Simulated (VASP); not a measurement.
The system is MnGeF3.

```
CELL_PARAMETERS angstrom
5.36080 0.00000 0.00000
-2.68040 4.64259 0.00000
-2.68040 1.54753 5.10410
ATOMIC_POSITIONS crystal
Mn 0.36388 0.63612 0.09164
Mn 0.63612 0.36388 0.90836
Ge 0.15687 0.84313 0.47061
Ge 0.84313 0.15687 0.52939
F 0.55990 0.79600 0.72210
F 0.20400 0.04180 0.72210
F 0.95820 0.44010 0.72210
F 0.44010 0.20400 0.27790
F 0.79600 0.95820 0.27790
F 0.04180 0.55990 0.27790
```

Base run:

```yaml
Program: VASP 6.6.1
Functional: PBE
Potentials_or_basis: VASP PAW PBE potentials, release 64 (Mn_pv, Ge_d, F)
Cutoff: 520 eV
k_mesh: 4 × 4 × 4
Occupations: fermi-dirac, width 0.1 eV
Spin: no spin polarisation
```

Its results: band gap on the k mesh zero (bands 48 and 49 overlap by 0.05 eV); pressure 21.7 GPa; largest force 3.038 eV/Å.

**Question.** The run is repeated on the same cell with these changes: functional from PBE to PBEsol; occupations from fermi-dirac, width 0.1 eV to fermi-dirac, width 0.001 eV. What comes out?

**Answer.** Band gap on the k mesh zero (bands 48 and 49 overlap by 0.02 eV); pressure 15.5 GPa; largest force 2.867 eV/Å.

Caveats: the cell stands under pressure; the run has no spin polarisation, though such a crystal can be magnetic; semilocal functionals often make such compounds metallic where correlation or magnetic order opens a gap, which also shifts bond lengths; forces of over 1 eV/Å act on the atoms, so gaps and moduli don't describe the material at rest (at least some runs); the PAW data sets were made with another functional, which shifts forces and pressure a little (at least some runs).
